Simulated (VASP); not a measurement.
Write the native input for VASP 6.6.1 that does the following.

| Item | Value |
| --- | --- |
| Task | single point |
| Functional | PBE |
| Potentials or basis | VASP PAW PBE potentials, release 64 (Si, W_sv) |
| Cutoff | 520 eV |
| k mesh | 18 × 18 × 18 |
| Occupations | gaussian, width 0.15 eV |
| Spin | no spin polarisation |
| Dipole correction | no |
| Further INCAR settings | ALGO = Normal; EDIFF = 1e-06; NBANDS = 18 |

The structure of Si2W lies in POSCAR:

```
Si2W
1.0
   -1.5919705135      1.5919705135      4.0464706513
    1.5919705135     -1.5919705135      4.0464706513
    1.5919705135      1.5919705135     -4.0464706513
Si W
2 1
Direct
    0.3239844684      0.3239844684      0.0000000000
    0.6760155316      0.6760155316      0.0000000000
    0.0000000000      0.0000000000      0.0000000000
```

This cell differs from its parent crystal: atoms shifted along a free coordinate, c/a of the conventional cell at fixed volume 2.5418.

These files were run (other wordings do the same):

INCAR

```
PREC     = Accurate       # precision mode
ENCUT    = 520            # plane-wave cutoff, eV
EDIFF    = 1E-6           # SCF threshold, eV
ISMEAR   = 0              # smearing method
SIGMA    = 0.15           # smearing width, eV
LREAL    = F              # projectors in reciprocal space
LASPH    = T              # aspherical terms in the spheres
NELM     = 100            # most SCF steps
ALGO     = Normal         # electronic algorithm
ISIF     = 2              # what is computed and relaxed
LWAVE    = F              # write WAVECAR
LCHARG   = F              # write CHGCAR
GGA      = PE             # functional
NBANDS   = 18             # bands
```

KPOINTS

```
Automatic mesh
0
Gamma
  18 18 18
```

Potentials or basis: VASP PAW PBE potentials, release 64 (Si, W_sv).

Command:

```sh
$ cat potpaw_PBE.64/Si/POTCAR potpaw_PBE.64/W_sv/POTCAR > POTCAR
$ mpirun -np 1 vasp_std > vasp.out
```

It gave:

| Item | Value |
| --- | --- |
| Pressure | -1.1 GPa |
| Largest force | 1.337 eV/Å |
| Band gap on the k mesh | zero (bands 11 and 12 overlap by 1.81 eV) |

Caveat: the stress differs along the axes, from -11 to 4 GPa; spin-orbit coupling is left out, which moves the levels of the heavy elements; forces of over 1 eV/Å act on the atoms, so gaps and moduli don't describe the material at rest.

Run time: 2.9 min on 1 thread of Intel(R) Xeon(R) 6975P-C (Granite Rapids), with other jobs on the host, peak memory 0.46 GiB.
